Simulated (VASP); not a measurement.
Write the native input for VASP 6.6.1 that does the following.

```yaml
Task: relaxation of cell and atoms
Functional: PBEsol
Potentials_or_basis: VASP PAW PBE potentials, release 64 (Hf_pv, N)
Cutoff: 600 eV
k_mesh: 14 × 14 × 14
Occupations: gaussian, width 0.15 eV
Spin: no spin polarisation
Dipole_correction: no
Further_INCAR_settings: ALGO = Normal; EDIFF = 1e-06; IBRION = 2; EDIFFG = -0.01; NSW = 100; ISIF = 3
```

The structure of HfN lies in POSCAR:

```
HfN
1.0
    0.0000000000      2.2507757578      2.2507757578
    2.2507757578      0.0000000000      2.2507757578
    2.2507757578      2.2507757578      0.0000000000
Hf N
1 1
Direct
   -0.0159586667     -0.0030620902      0.0144366739
    0.5159586667      0.5030620902      0.4855633261
```

This cell differs from its parent crystal: all N atoms moved 0.1 Å in one direction.

These files were run (other wordings do the same):

INCAR

```
  PREC = Accurate
  ENCUT = 600
  EDIFF = 1E-6
  ISMEAR = 0
  SIGMA = 0.15
  LREAL = False
  LASPH = True
  NELM = 80
  ALGO = Normal
  ISIF = 3
  LWAVE = False
  LCHARG = False
  GGA = PS
  IBRION = 2
  NSW = 100
  EDIFFG = -0.01
```

KPOINTS

```
regular mesh
0
Gamma
  14 14 14
```

Potentials or basis: VASP PAW PBE potentials, release 64 (Hf_pv, N).

The run is started by

```bash
$ cat potpaw_PBE.64/Hf_pv/POTCAR potpaw_PBE.64/N/POTCAR > POTCAR
$ mpirun -np 1 vasp_std > vasp.out
```

Results of the run:

```yaml
Relaxed_volume: 11.32 Å³/atom
Relaxed_cell: a = 3.175 Å, b = 3.176 Å, c = 3.175 Å, α = 59.99°, β = 59.98°, γ = 59.99°
Space_group_after_relaxing_to_0.05_Å: Fm-3m (No. 225)
Energy_gained_by_relaxing: 30.8 meV/atom
Ionic_steps: 7
Pressure_after_relaxing: -0.1 GPa
Largest_force_after_relaxing: 0.003 eV/Å
```

Caveat: the cell differs from its parent crystal (all N atoms moved 0.1 Å in one direction); the PAW data sets were made with another functional, which shifts forces and pressure a little.

It took 11 min on 1 thread of Intel(R) Xeon(R) 6975P-C (Granite Rapids) (shared host), peak memory 0.62 GiB.
